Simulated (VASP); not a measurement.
# MgI2 in VASP: further runs

Aim: see how the results for MgI2 move with the level of theory and the settings. Levels: r2SCAN, HSE06. Tasks: single point.

Program: VASP 6.6.1. These are calculated values, not measurements. Logs are shortened: lines on timing, memory, paths and dates and some standing lists are left out, and cuts for length are marked.

## 1. The cell of the first run

Symmetry: R-3m, No. 166, trigonal system. Conventional cell: a = 5.311 Å, b = 5.311 Å, c = 12.620 Å, α = 90.00°, β = 90.00°, γ = 120.00°. Within 4.1 Å of Mg (site symmetry -3m) lie 8 I at 3.15 to 3.24 Å. Within 4.1 Å of I (site symmetry 3m) lie 4 Mg at 3.15 to 3.24 Å and 6 I at 3.71 to 3.73 Å.

## 2. Single point, r2SCAN (strain along [111] -3.0%)

File POSCAR:

```
MgI2
1.0
   -0.0751144117      3.6806061742      3.6806061742
    3.6806061742     -0.0751144117      3.6806061742
    3.6806061742      3.6806061742     -0.0751144117
Mg I
1 2
Direct
    0.0000000000      0.0000000000      0.0000000000
    0.2493108030      0.2493108030      0.2493108030
    0.7506891970      0.7506891970      0.7506891970
```

File INCAR.step1:

```
SYSTEM = MgI2
ALGO = Normal
EDIFF = 1E-4
ENCUT = 520
GGA = PE
ISMEAR = 0
LASPH = .True.
LCHARG = .False.
LREAL = .False.
LWAVE = .True.
NBANDS = 15
NELM = 80
PREC = Accurate
SIGMA = 0.01
```

File INCAR.step2:

```
SYSTEM = MgI2
ALGO = Normal
EDIFF = 1E-6
ENCUT = 520
ISIF = 2
ISMEAR = 0
ISTART = 1
LASPH = .True.
LCHARG = .True.
LELF = .True.
LMIXTAU = .True.
LREAL = .False.
LVHAR = .True.
LWAVE = .False.
METAGGA = R2SCAN
NBANDS = 15
NELM = 80
PREC = Accurate
SIGMA = 0.01
```

File KPOINTS:

```
k-points
0
Gamma
  6 6 6
  0 0 0
```

Potentials or basis: VASP PAW PBE potentials, release 64 (Mg, I).

Launch:

```bash
cat potpaw_PBE.64/Mg/POTCAR potpaw_PBE.64/I/POTCAR > POTCAR
cp INCAR.step1 INCAR
mpirun -np 1 vasp_std > vasp.out
cp INCAR.step2 INCAR
mpirun -np 1 vasp_std > vasp.out
```

OUTCAR:

```text
SYSTEM = MgI2
   EDIFF = 1E-6
   ENCUT = 520
   ISIF = 2
   ISMEAR = 0
   ISTART = 1
   LASPH = .True.
   LREAL = .False.
   METAGGA = R2SCAN
   NELM = 80
   PREC = Accurate

 ion  position               nearest neighbor table
   1  0.000  0.000  0.000-   2 3.15   3 3.15   3 3.24   3 3.24   3 3.24   2 3.24   2 3.24   2 3.24

   2  0.249  0.249  0.249-   1 3.15   1 3.24   1 3.24   1 3.24
   3  0.751  0.751  0.751-   1 3.15   1 3.24   1 3.24   1 3.24

  LATTYP: Found a trigonal (rhomboedric) cell.
 ALAT       =     5.2057051198
 COS(alpha) =     0.4794919842

  Lattice vectors:

 A1 = (  -0.0751144117,   3.6806061742,   3.6806061742)
 A2 = (   3.6806061742,  -0.0751144117,   3.6806061742)
 A3 = (   3.6806061742,   3.6806061742,  -0.0751144117)

Analysis of symmetry for initial positions (statically):
=====================================================================
 Subroutine PRICEL returns:
 Original cell was already a primitive cell.

 Routine SETGRP: Setting up the symmetry group for a
 trigonal (rhombohedral) supercell.

 Subroutine GETGRP returns: Found 12 space group operations
 (whereof 12 operations were pure point group operations)
 out of a pool of 12 trial point group operations.

The static configuration has the point symmetry D_3d.

Analysis of symmetry for dynamics (positions and initial velocities):
=====================================================================
 Subroutine PRICEL returns:
 Original cell was already a primitive cell.

 Routine SETGRP: Setting up the symmetry group for a
 trigonal (rhombohedral) supercell.

 Subroutine GETGRP returns: Found 12 space group operations
 (whereof 12 operations were pure point group operations)
 out of a pool of 12 trial point group operations.

The dynamic configuration has the point symmetry D_3d.

 Subroutine INISYM returns: Found 12 space group operations
 (whereof 12 operations are pure point group operations),
 and found     1 'primitive' translations

----------------------------------------------------------------------------------------

                                     Primitive cell

  volume of cell :     102.7736

  direct lattice vectors                    reciprocal lattice vectors
    -0.075114412  3.680606174  3.680606174    -0.131757768  0.134502721  0.134502721
     3.680606174 -0.075114412  3.680606174     0.134502721 -0.131757768  0.134502721
     3.680606174  3.680606174 -0.075114412     0.134502721  0.134502721 -0.131757768

  length of vectors
     5.205705120  5.205705120  5.205705120     0.231391602  0.231391602  0.231391602

  position of ions in fractional coordinates (direct lattice)
     0.000000000  0.000000000  0.000000000
     0.249310803  0.249310803  0.249310803
     0.750689197  0.750689197  0.750689197

  ion indices of the primitive-cell ions
   primitive index   ion index
                 1           1
                 2           2
                 3           3

----------------------------------------------------------------------------------------

 KPOINTS: k-points

Automatic generation of k-mesh.
 Grid dimensions read from file:
 generate k-points for:    6    6    6

 Generating k-lattice:

  Cartesian coordinates                     Fractional coordinates (reciprocal lattice)
    -0.021959628  0.022417120  0.022417120     0.166666667 -0.000000000 -0.000000000
     0.022417120 -0.021959628  0.022417120    -0.000000000  0.166666667 -0.000000000
     0.022417120  0.022417120 -0.021959628    -0.000000000 -0.000000000  0.166666667

  Length of vectors
     0.038565267  0.038565267  0.038565267

  Shift w.r.t. Gamma in fractional coordinates (k-lattice)
     0.000000000  0.000000000  0.000000000

 Subroutine IBZKPT returns following result:
 ===========================================

 Found     32 irreducible k-points:

 Following reciprocal coordinates:
            Coordinates               Weight
  0.000000  0.000000  0.000000      1.000000
  0.166667  0.000000 -0.000000      6.000000
  0.333333 -0.000000 -0.000000      6.000000
  0.500000 -0.000000 -0.000000      3.000000
  0.166667  0.166667 -0.000000      6.000000
  0.333333  0.166667 -0.000000     12.000000
[... 16 lines left out ...]
  0.500000  0.500000  0.166667      6.000000
 -0.333333  0.500000  0.166667     12.000000
 [... further k-points ...]
   k-points           NKPTS =     32   k-points in BZ     NKDIM =     32   number of bands    NBANDS=     15
   number of dos      NEDOS =    301   number of ions     NIONS =      3
   total plane-waves  NPLWV =  64000
   dimension x,y,z NGX =    40 NGY =   40 NGZ =   40
   dimension x,y,z NGXF=    80 NGYF=   80 NGZF=   80
   ions per type =               1   2
   NGX,Y,Z   is equivalent  to a cutoff of  12.77, 12.77, 12.77 a.u.
   NGXF,Y,Z  is equivalent  to a cutoff of  25.55, 25.55, 25.55 a.u.
 SYSTEM =  MgI2
   PREC   = accura    normal or accurate (medium, high low for compatibility)
   ISTART =      1    job   : 0-new  1-cont  2-samecut
   ICHARG =      0    charge: 1-file 2-atom 10-const
   ISPIN  =      1    spin polarized calculation?
   LNONCOLLINEAR =      F non collinear calculations
   LSORBIT =      F    spin-orbit coupling
   LASPH  =      T    aspherical Exc in radial PAW
   ENCUT  =  520.0 eV  38.22 Ry    6.18 a.u.   9.68  9.68  9.68*2*pi/ulx,y,z
   NELM   =     80;   NELMIN=  2; NELMDL=  0     # of ELM steps
   EDIFF  = 0.1E-05   stopping-criterion for ELM
   LREAL  =      F    real-space projection
   EDIFFG = 0.1E-04   stopping-criterion for IOM
   NSW    =      0    number of steps for IOM
   IBRION =     -1    ionic relax: 0-MD 1-quasi-New 2-CG
   NFREE  =      0    steps in history (QN), initial steepest desc. (CG)
   ISIF   =      2    stress and relaxation
   ISYM   =      2    0-nonsym 1-usesym 2-fastsym
   POTIM  = 0.5000    time-step for ionic-motion
   TEBEG  =    0.0;   TEEND  =   0.0 temperature during run
   PSTRESS=    0.0 pullay stress
   NELECT =      16.0000    total number of electrons
   NUPDOWN=      -1.0000    fix difference up-down
   EMIN   =  10.00;   EMAX   =-10.00  energy-range for DOS
   EFERMI =   0.00;   METHOD = LEGACY
   ISMEAR =     0;   SIGMA  =   0.01  broadening in eV -4-tet -1-fermi 0-gaus
   EFERMI_NEDOS =   21; number of points for ismear=-14 and -15
   IALGO  =     38    algorithm
   IMIX   =      4    mixing-type and parameters
     AMIX     =   0.40;   BMIX     =  1.00
     AMIX_MAG =   1.60;   BMIX_MAG =  1.00
  volume/ion in A,a.u.               =      34.26       231.18
  Fermi-wavevector in a.u.,A,eV,Ry     =   0.880686  1.664255 10.552779  0.775607
  Thomas-Fermi vector in A             =   2.001080
   LORBIT       =      0    0 simple, 1 ext, 2 COOP (PROOUT), +10 PAW based schemes
   METAGGA = R2SCAN    functional components
   LHFCALC =     F    Hartree Fock is set to
   AEXX    =    0.0000 exact exchange contribution
   IVDW    =     0    specifies the selected vdW correction
   LEPSILON=     F    determine dielectric tensor
   LRPA    =     F    only Hartree local field effects (RPA)
 non-spin polarized calculation
 Gauss-broadening in eV      SIGMA  =   0.01
  energy-cutoff  :      520.00
  volume of cell :      102.77
 maximum number of plane-waves:      2786
   NGX = 19   NGY = 19   NGZ = 19

 number of electron      16.0000000 magnetization

 Free energy of the ion-electron system (eV)
  ---------------------------------------------------
  ext. energy  EPLUGINS =         0.00000000
  ---------------------------------------------------
  free energy    TOTEN  =       -55.45727768 eV

  energy without entropy =      -55.45727768  energy(sigma->0) =      -55.45727768

 E-fermi :   3.4788     XC(G=0):  -8.6104

 val. band max:        3.3710454697   @ k =   0.5000   0.5000  -0.0000
 cond. band min:       4.7525875845   @ k =   0.0000   0.0000   0.0000
 fundamental gap:      1.3815421148
 Fermi energy:         3.4787866844

 k-point     1 :       0.0000    0.0000    0.0000
  band No.  band energies     occupation
      1     -10.1631      2.00000
      2      -8.3554      2.00000
      3       0.1431      2.00000
      4       0.1431      2.00000
      5       0.2209      2.00000
      6       2.0280      2.00000
      7       2.2258      2.00000
      8       2.2258      2.00000
      9       4.7526      0.00000
     10       6.7301      0.00000
     11       6.7301      0.00000
     12       7.0037      0.00000
     13       9.0146      0.00000
     14       9.0146      0.00000
     15      10.2388      0.00000

 k-point     2 :       0.1667    0.0000   -0.0000
  band No.  band energies     occupation
      1     -10.0518      2.00000
      2      -8.4870      2.00000
      3       0.1161      2.00000
      4       0.2072      2.00000
      5       0.2590      2.00000
      6       1.6003      2.00000
      7       1.8364      2.00000
      8       1.9564      2.00000
      9       5.4972      0.00000
     10       7.0425      0.00000
     11       7.0797      0.00000
     12       7.2952      0.00000
     13       9.6003      0.00000
     14       9.6004      0.00000
     15      10.9848      0.00000

 k-point     3 :       0.3333   -0.0000   -0.0000
  band No.  band energies     occupation
      1      -9.7410      2.00000
      2      -8.8379      2.00000
      3       0.0036      2.00000
      4       0.4190      2.00000
      5       0.4261      2.00000
      6       0.9286      2.00000
      7       1.3264      2.00000
      8       1.3837      2.00000
      9       6.2798      0.00000
     10       7.9295      0.00000
     11       8.1977      0.00000
     12       8.5960      0.00000
     13      10.7451      0.00000
     14      10.8175      0.00000
     15      11.3682      0.00000
[... 343 lines left out ...]
 k-point    23 :       0.5000    0.5000    0.1667
  band No.  band energies     occupation
      1      -9.4892      2.00000
      2      -8.9733      2.00000
      3      -1.5104      2.00000
      4      -0.5240      2.00000
      5      -0.5196      2.00000
      6       2.3030      2.00000
      7       2.5316      2.00000
      8       2.9684      2.00000
      9       5.2703      0.00000
     10       8.4498      0.00000
     11       9.5856      0.00000
     12       9.8894      0.00000
     13      10.7054      0.00000
     14      11.0937      0.00000
     15      11.8842      0.00000

 k-point    24 :      -0.3333    0.5000    0.1667
  band No.  band energies     occupation
      1      -9.3783      2.00000
      2      -9.0839      2.00000
      3      -1.6165      2.00000
      4      -0.9043      2.00000
      5       0.0129      2.00000
      6       1.6503      2.00000
      7       2.9304      2.00000
      8       3.2358      2.00000
      9       5.4822      0.00000
     10       8.3248      0.00000
     11       9.0027      0.00000
     12       9.9700      0.00000
     13      11.4861      0.00000
     14      11.5305      0.00000
     15      11.8048      0.00000

 [... further k-points ...]
[... 5 lines left out ...]
  --------------------------------------------------------------------------------------
  -------------------------------------------------------------------------------------
  Total        0.5825925      0.5825925      0.5825925     -0.2334262     -0.2334262     -0.2334262
  in kB        9.0822599      9.0822599      9.0822599     -3.6389711     -3.6389711     -3.6389711
  external PRESSURE =       9.0822599 kB  Pullay stress =       0.0000000 kB

 VOLUME and BASIS-vectors are now :
 -----------------------------------------------------------------------------
  energy-cutoff  :      520.00
  volume of cell :      102.77
      direct lattice vectors                 reciprocal lattice vectors
    -0.075114412  3.680606174  3.680606174    -0.131757768  0.134502721  0.134502721
     3.680606174 -0.075114412  3.680606174     0.134502721 -0.131757768  0.134502721
     3.680606174  3.680606174 -0.075114412     0.134502721  0.134502721 -0.131757768

 POSITION                                       TOTAL-FORCE (eV/Angst)
 -----------------------------------------------------------------------------------
      0.00000      0.00000      0.00000        -0.000000     -0.000000     -0.000000
      1.81650      1.81650      1.81650        -0.003037     -0.003037     -0.003037
      5.46960      5.46960      5.46960         0.003037      0.003037      0.003037
 -----------------------------------------------------------------------------------
    total drift:                                0.000000      0.000000      0.000000

  FREE ENERGIE OF THE ION-ELECTRON SYSTEM (eV)
  ---------------------------------------------------
  free  energy   TOTEN  =       -55.4572776821 eV

  energy  without entropy=      -55.4572776821  energy(sigma->0) =      -55.45727768
```

Wall time 89 s (1 thread of Intel Xeon 6975P-C (Granite Rapids), shared host); peak memory 0.27 GiB.

Results:

| Quantity | Value |
| --- | --- |
| Free energy | -55.4573 eV |
| Pressure | 0.9 GPa |
| Largest force | 0.005 eV/Å |
| Band gap on the k mesh | 1.38 eV, indirect (least direct gap 1.44 eV) |

Forces on the atoms (eV/Å):
```
Mg   0.000  0.000  0.000
I   -0.003 -0.003 -0.003
I    0.003  0.003  0.003
```

Stress tensor (GPa, compression positive):
```
 0.91 -0.36 -0.36
-0.36  0.91 -0.36
-0.36 -0.36  0.91
```

Caveat: the cell differs from its parent crystal (strain along [111] -3.0%); the PAW data sets were made with another functional, which shifts forces and pressure a little; spin-orbit coupling is left out, which moves the levels of the heavy elements. A k mesh can miss the band edges.

## 3. Single point, r2SCAN (shear xy strain -2.5%)

File POSCAR:

```
MgI2
1.0
   -0.0469465073      3.7557205859      3.7557205859
    3.7557205859     -0.0469465073      3.7557205859
    3.7087740786      3.7087740786      0.0000000000
Mg I
1 2
Direct
    0.0000000000      0.0000000000      0.0000000000
    0.2489623280      0.2489623280      0.2510376720
    0.7510376720      0.7510376720      0.7489623280
```

File INCAR.step1:

```
SYSTEM = MgI2
PREC = Accurate ; ENCUT = 520
ISMEAR = 0 ; SIGMA = 0.01
LREAL = .False. ; LASPH = .True.
NELM = 100 ; NBANDS = 15
GGA = PE ; ALGO = Normal
EDIFF = 1E-4 ; LWAVE = .True.
LCHARG = .False.
```

File INCAR.step2:

```
SYSTEM = MgI2
PREC = Accurate ; ENCUT = 520
EDIFF = 1E-6 ; ISMEAR = 0
SIGMA = 0.01 ; LREAL = .False.
LASPH = .True. ; NELM = 100
ALGO = Normal ; ISIF = 2
LWAVE = .False. ; LCHARG = .True.
METAGGA = R2SCAN ; LMIXTAU = .True.
LELF = .True. ; LVHAR = .True.
NBANDS = 15 ; ISTART = 1
```

File KPOINTS:

```
regular mesh
0
Gamma
  6 6 6
  0 0 0
```

Potentials or basis: VASP PAW PBE potentials, release 64 (Mg, I).

Launch:

```bash
cat potpaw_PBE.64/Mg/POTCAR potpaw_PBE.64/I/POTCAR > POTCAR
cp INCAR.step1 INCAR
mpirun -np 1 vasp_std > vasp.out
cp INCAR.step2 INCAR
mpirun -np 1 vasp_std > vasp.out
```

OUTCAR:

```text
SYSTEM = MgI2
   PREC = Accurate
   ENCUT = 520
   EDIFF = 1E-6
   ISMEAR = 0
   LREAL = .False.
   LASPH = .True.
   NELM = 100
   ISIF = 2
   METAGGA = R2SCAN
   ISTART = 1

 ion  position               nearest neighbor table
   1  0.000  0.000  0.000-   3 3.22   2 3.22   3 3.22   2 3.22   3 3.28   3 3.28   2 3.28   2 3.28

   2  0.249  0.249  0.251-   1 3.22   1 3.22   1 3.28   1 3.28
   3  0.751  0.751  0.749-   1 3.22   1 3.22   1 3.28   1 3.28

  LATTYP: Found a body centered orthorhombic cell.
 ALAT       =     5.2449986017
 B/A-ratio  =     1.0253164557
[... 620 lines left out ...]
     14      10.7719      0.00000
     15      11.5460      0.00000

 [... further k-points ...]
[... 5 lines left out ...]
  --------------------------------------------------------------------------------------
  -------------------------------------------------------------------------------------
  Total       -0.0700224     -0.0700224     -0.0546400     -0.3141142      0.0000000      0.0000000
  in kB       -1.0590237     -1.0590237     -0.8263792     -4.7506853      0.0000000      0.0000000
  external PRESSURE =      -0.9814755 kB  Pullay stress =       0.0000000 kB

 VOLUME and BASIS-vectors are now :
 -----------------------------------------------------------------------------
  energy-cutoff  :      520.00
  volume of cell :      105.94
      direct lattice vectors                 reciprocal lattice vectors
    -0.046946507  3.755720586  3.755720586    -0.131486661  0.131486661  0.133130245
     3.755720586 -0.046946507  3.755720586     0.131486661 -0.131486661  0.133130245
     3.708774079  3.708774079  0.000000000     0.134815438  0.134815438 -0.133130245

 POSITION                                       TOTAL-FORCE (eV/Angst)
 -----------------------------------------------------------------------------------
      0.00000      0.00000      0.00000         0.000000      0.000000     -0.000000
      1.85439      1.85439      1.87007         0.000000      0.000000     -0.005704
      5.56316      5.56316      5.64138        -0.000000     -0.000000      0.005704
 -----------------------------------------------------------------------------------
    total drift:                                0.000000      0.000000     -0.000000

  FREE ENERGIE OF THE ION-ELECTRON SYSTEM (eV)
  ---------------------------------------------------
  free  energy   TOTEN  =       -55.4616677622 eV

  energy  without entropy=      -55.4616677622  energy(sigma->0) =      -55.46166776
```

It took 2 min on 1 thread of Intel Xeon 6975P-C (Granite Rapids), shared host; peak memory 0.29 GiB.

What came out:

| Item | Value |
| --- | --- |
| Free energy | -55.4617 eV |
| Pressure | -0.1 GPa |
| Largest force | 0.006 eV/Å |
| Band gap on the k mesh | 1.30 eV, indirect (least direct gap 1.51 eV) |

Forces on the atoms (eV/Å):
```
Mg   0.000  0.000  0.000
I    0.000  0.000 -0.006
I    0.000  0.000  0.006
```

Caveat: the cell differs from its parent crystal (shear xy strain -2.5%); the PAW data sets were made with another functional, which shifts forces and pressure a little; spin-orbit coupling is left out, which moves the levels of the heavy elements. A k mesh can miss the band edges.

[end of part 1 of 2]
